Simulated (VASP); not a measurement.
Write the native input for VASP 6.6.1 that does the following.

* Task: single point
* Functional: PBE
* Potentials or basis: VASP PAW PBE potentials, release 64 (Ba_sv, Ti_sv, O)
* Cutoff: 520 eV
* k mesh: 6 × 6 × 6
* Occupations: gaussian, width 0.01 eV
* Spin: no spin polarisation
* Dipole correction: no
* Further INCAR settings: ALGO = Normal; EDIFF = 1e-06; NBANDS = 28

The structure of BaTiO3 lies in POSCAR:

```
BaTiO3
1.0
    4.1037456279      0.0000000000      0.0000000000
    0.0000000000      4.1037456279      0.0000000000
    0.0000000000      0.0000000000      4.1037456279
Ba Ti O
1 1 3
Direct
    0.5000000000      0.5000000000      0.5000000000
    0.0000000000      0.0000000000      0.0000000000
    0.5000000000      0.0000000000      0.0000000000
    0.0000000000      0.5000000000      0.0000000000
    0.0000000000      0.0000000000      0.5000000000
```

One way to write it, as run:

INCAR

```
SYSTEM = BaTiO3
  PREC = Accurate
  ENCUT = 520
  EDIFF = 1E-6
  ISMEAR = 0
  SIGMA = 0.01
  LREAL = .FALSE.
  LASPH = .TRUE.
  NELM = 100
  ALGO = Normal
  ISIF = 2
  LWAVE = .FALSE.
  LCHARG = .FALSE.
  GGA = PE
  NBANDS = 28
```

KPOINTS

```
Automatic mesh
0
G
  6 6 6
  0 0 0
```

Potentials or basis: VASP PAW PBE potentials, release 64 (Ba_sv, Ti_sv, O).

Launch:

```console
$ cat potpaw_PBE.64/Ba_sv/POTCAR potpaw_PBE.64/Ti_sv/POTCAR potpaw_PBE.64/O/POTCAR > POTCAR
$ mpirun -np 1 vasp_std > vasp.out
```

Results of the run:

| Quantity | Value |
| --- | --- |
| Pressure | -7.5 GPa |
| Band gap on the k mesh | 1.59 eV, indirect (least direct gap 1.80 eV) |

Caveat: spin-orbit coupling is left out, which moves the levels of the heavy elements.

Run time: 36 s on 1 thread of AMD EPYC 7R13 Processor (Zen 3), with other jobs on the host, peak memory 0.17 GiB.
